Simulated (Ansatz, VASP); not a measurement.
# WS2 in VASP and in Ansatz

```xyz
6
Lattice="3.1882 0.0000 0.0000 -1.5941 2.7611 0.0000 0.0000 0.0000 14.0444" Properties=species:S:1:pos:R:3 pbc="T T T"
W     0.0000    1.8407    3.5111
W     1.5941    0.9204   10.5333
S     0.0000    1.8407    8.9624
S     1.5941    0.9204    1.9401
S     0.0000    1.8407   12.1043
S     1.5941    0.9204    5.0821
```

Alike in both runs: functional PBE; k mesh 6 × 6 × 2; occupations gaussian, width 0.1 eV; no spin polarisation.

Ansatz relaxed the structure, and its values are those at the end. VASP's run is a single point on that final structure, the one shown.

```csv
,VASP,Ansatz
version,VASP 6.6.1,Ansatz 0.2.0
potentials or method,"VASP PAW PBE potentials, release 64 (W_sv, S), cutoff 520 eV","scalar-relativistic, plane waves, PAW"
valence electrons in the cell,52,52
```

```csv
,VASP,Ansatz,Ansatz less VASP
gap on the k mesh at the Fermi level (eV),1.53,1.52,-0.015
least direct gap on the mesh (eV),1.78,1.78,-0.003
pressure (GPa),0.0,0.1,+0.03
```

Neither program's run includes spin-orbit coupling.
